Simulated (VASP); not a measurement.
**Se: single point with r2SCAN**

The system is Se.

```xyz
3
Lattice="4.2771 0.0000 0.0000 -2.1385 3.7041 0.0000 0.0000 0.0000 4.8525" Properties=species:S:1:pos:R:3 pbc="T T T"
Se    1.6565    2.8692    0.0000
Se   -0.4820    0.8349    3.2350
Se    0.9641    0.0000    1.6175
```

```yaml
Program: VASP 6.6.1
Task: single point
Functional: r2SCAN
Potentials_or_basis: VASP PAW PBE potentials, release 64 (Se)
Cutoff: 520 eV
k_mesh: 7 × 7 × 6
Occupations: fermi-dirac, width 0.05 eV
Spin: no spin polarisation
```

```json
{
  "Pressure": "5.7 GPa",
  "Largest force": "0.735 eV/Å",
  "Band gap on the k mesh": "1.40 eV, indirect (least direct gap 1.79 eV)"
}
```

Forces on the atoms (eV/Å):
```
Se  -0.367 -0.636  0.000
Se  -0.367  0.636  0.000
Se   0.735  0.000  0.000
```

Stress tensor (GPa, compression positive):
```
4.60 0.00 0.00
0.00 4.60 0.00
0.00 0.00 7.80
```

Levels at points of the mesh, in eV from the valence-band top:
```
           k point  band 6  band 7  band 8  band 9  band 10  band 11  band 12  band 13
(0.00, 0.00, 0.00)   -4.20   -2.44   -2.44   -0.58     2.20     2.20     2.38     6.75
(0.00, 0.00, 0.50)   -3.79   -1.84   -1.84   -1.40     1.40     1.40     1.42     6.56
```

Run time: 2 min on 1 thread of Intel(R) Xeon(R) Platinum 8259CL CPU @ 2.50GHz (Skylake/Cascade Lake), with other jobs on the host, peak memory 0.2 GiB.

Caveat: the PAW data sets were made with another functional, which shifts forces and pressure a little. A k mesh can miss the band edges.
